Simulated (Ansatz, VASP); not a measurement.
## One calculation of InP, two programs

POSCAR

```
InP
1.0
    0.0000000000      2.9537876348      2.9537876348
    2.9537876348      0.0000000000      2.9537876348
    2.9537876348      2.9537876348      0.0000000000
In P
1 1
Direct
    0.0000000000      0.0000000000      0.0000000000
    0.2500000000      0.2500000000      0.2500000000
```

File INCAR.step1:

```
PREC     = Accurate       # precision mode
ENCUT    = 520            # plane-wave cutoff, eV
ISMEAR   = 0              # smearing method
SIGMA    = 0.01           # smearing width, eV
LREAL    = F              # projectors in reciprocal space
LASPH    = T              # aspherical terms in the spheres
NELM     = 80             # most SCF steps
NBANDS   = 16             # bands
GGA      = PE             # functional
ALGO     = Normal         # electronic algorithm
EDIFF    = 1E-4           # SCF threshold, eV
LWAVE    = T              # write WAVECAR
LCHARG   = F              # write CHGCAR
```

The input INCAR.step2:

```
PREC     = Accurate       # precision mode
ENCUT    = 520            # plane-wave cutoff, eV
EDIFF    = 1E-6           # SCF threshold, eV
ISMEAR   = 0              # smearing method
SIGMA    = 0.01           # smearing width, eV
LREAL    = F              # projectors in reciprocal space
LASPH    = T              # aspherical terms in the spheres
NELM     = 80             # most SCF steps
ALGO     = Normal         # electronic algorithm
ISIF     = 2              # what is computed and relaxed
LWAVE    = F              # write WAVECAR
LCHARG   = F              # write CHGCAR
METAGGA  = R2SCAN         # meta-GGA
LMIXTAU  = T            
NBANDS   = 16             # bands
ISTART   = 1
```

The input KPOINTS:

```
regular mesh
0
Gamma
  8 8 8
```

Input for Ansatz:

```yaml
crystal:
  lattice:
    - [0.0, 2.9537876348, 2.9537876348]
    - [2.9537876348, 0.0, 2.9537876348]
    - [2.9537876348, 2.9537876348, 0.0]
  atoms:
    - { symbol: In, position: [0.0, 0.0, 0.0] }
    - { symbol: P, position: [0.25, 0.25, 0.25] }
kpoints:
  mp_grid: { grid: [8, 8, 8] }
  band_path:
    path:
      - [0.0, 0.0, 0.0]
      - [-0.5, -0.5, 0.0]
      - [-0.375, -0.375, 0.25]
      - [-0.375, 0.0, 0.375]
      - [0.0, 0.0, 0.5]
      - [-0.5, -0.25, 0.25]
    npoints: 1
hamiltonian:
  xc: r2scan
scf:
  occupations: { method: fixed }
  n_extra_bands: 4
output:
  forces: true
  stress: true
  eigenvalues: true
  write_density: true
  write_potential: true
  elf: true
  volumetric_format: npy
```

Alike in both runs: task single point; functional r2SCAN; k mesh 8 × 8 × 8; no spin polarisation.

|  | VASP | Ansatz |
| --- | --- | --- |
| version | VASP 6.6.1 | Ansatz 0.2.0 |
| potentials or method | VASP PAW PBE potentials, release 64 (In_d, P) | plane waves, PAW |
| plane-wave cutoff (eV) | 520 | 500 |
| occupations | gaussian, width 0.01 eV | fixed |
| valence electrons in the cell | 18 | 18 |

```csv
,VASP,Ansatz,Ansatz less VASP
gap on the k mesh at the Fermi level (eV),1.03,1.03,-0.004
pressure (GPa),-0.1,0.0,+0.10
```

VASP's potentials were made for PBE, not for r2SCAN.
